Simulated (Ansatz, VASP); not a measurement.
One calculation of Ba, two programs

The input INCAR:

```
SYSTEM = Ba
PREC = Accurate ; ENCUT = 520
EDIFF = 1E-7 ; ISMEAR = -5
SIGMA = 0.05 ; LREAL = .FALSE.
LASPH = .TRUE. ; NELM = 80
ALGO = Fast ; ISIF = 2
LWAVE = .FALSE. ; LCHARG = .FALSE.
GGA = PE ; NBANDS = 11
```

Contents of KPOINTS:

```
Automatic mesh
0
G
  8 8 8
  0 0 0
```

File POSCAR:

```
Ba
1.0
    4.3122476576      0.0000000000      0.0000000000
   -1.4374158856      4.0656260813      0.0000000000
   -1.4374158856     -2.0328130400      3.5209354691
Ba
1
Direct
    0.0000000000      0.0000000000      0.0000000000
```

File input.yaml:

```yaml
crystal:
  lattice:
    - [4.3122476576, 0.0, 0.0]
    - [-1.4374158856, 4.0656260813, 0.0]
    - [-1.4374158856, -2.03281304, 3.5209354691]
  atoms:
    - { symbol: Ba, position: [0.0, 0.0, 0.0] }
hamiltonian:
  xc: pbe
  pseudopotentials: { kind: paw }
kpoints:
  mp_grid: { grid: [8, 8, 8] }
scf:
  occupations: { method: tetrahedron }
output:
  forces: true
  stress: true
```

Alike in both runs: task single point; functional PBE; k mesh 8 × 8 × 8; occupations tetrahedron; no spin polarisation.

|  | VASP | Ansatz |
| --- | --- | --- |
| version | VASP 6.6.1 | Ansatz 0.2.0 |
| potentials or method | VASP PAW PBE potentials, release 64 (Ba_sv) | Ansatz PAW |
| plane-wave cutoff (eV) | 520 | 420 |
| valence electrons in the cell | 10 | 10 |

```csv
,VASP,Ansatz,Ansatz less VASP
gap on the k mesh at the Fermi level (eV),none,none,-
pressure (GPa),0.4,0.3,-0.09
```

A gap of «none» marks a metal or a gap that the smearing closes.

Spin-orbit coupling is off throughout.
